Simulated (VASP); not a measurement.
A run of VASP 6.6.1 is set up as follows.

File INCAR:

```
  PREC = Accurate
  ENCUT = 520
  EDIFF = 1E-6
  ISMEAR = 0
  SIGMA = 0.15
  LREAL = False
  LASPH = True
  NELM = 60
  ALGO = Fast
  ISIF = 2
  LWAVE = False
  LCHARG = False
  GGA = PS
  NBANDS = 19
```

KPOINTS

```
regular mesh
0
Gamma
  24 24 12
```

Contents of POSCAR:

```
Ti
1.0
    3.1142159576      0.0000000000      0.0000000000
   -1.5571079788      2.6969901322      0.0000000000
    0.0000000000      0.0000000000      4.2048279924
Ti
2
Direct
    0.3333333333      0.6666666667      0.2500000000
    0.6666666667      0.3333333333      0.7500000000
```

Potentials or basis: VASP PAW PBE potentials, release 64 (Ti_sv).

Run with:

```console
$ cat potpaw_PBE.64/Ti_sv/POTCAR > POTCAR
$ mpirun -np 1 vasp_std > vasp.out
```

Q: Predict the pressure.

A: -5.2 GPa.

Q: Predict the band gap on the k mesh.

A: Zero (bands 12 and 13 overlap by 0.91 eV).

Stress tensor (GPa, compression positive):
```
-9.47  0.00  0.00
 0.00 -9.47  0.00
 0.00  0.00  3.19
```

Caveat: the stress differs along the axes, from -9 to 3 GPa; the PAW data sets were made with another functional, which shifts forces and pressure a little.
